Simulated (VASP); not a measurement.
Co:

```xyz
4
Lattice="2.4706 0.0000 0.0000 -1.2353 2.1396 0.0000 0.0000 0.0000 8.0882" Properties=species:S:1:pos:R:3 pbc="T T T"
Co    1.2353    0.7132    6.0662
Co    0.0000    0.0000    4.0441
Co    0.0000    1.4264    2.0221
Co    0.0000    0.0000    0.0000
```

Base run:

* Program: VASP 6.6.1
* Functional: PBE
* Potentials or basis: VASP PAW PBE potentials, release 64 (Co_sv)
* Cutoff: 600 eV
* k mesh: 9 × 9 × 3
* Occupations: fermi-dirac, width 0.05 eV
* Spin: collinear spin, ferromagnetic start
* Starting moments: [2.0, 2.0, 2.0, 2.0] μB

Its results: pressure -0.7 GPa; net moment 6.25 μB per cell; site moments Co +1.64, +1.61 (each value once) μB.

The run is repeated on the same cell with these changes: k mesh from 9 × 9 × 3 to 12 × 12 × 4; moments at the start from [2.0, 2.0, 2.0, 2.0] to [3.5, 3.5, 3.5, 3.5]. What comes out?

Pressure 0.5 GPa; net moment 6.60 μB per cell; site moments Co +1.72, +1.70 (each value once) μB.
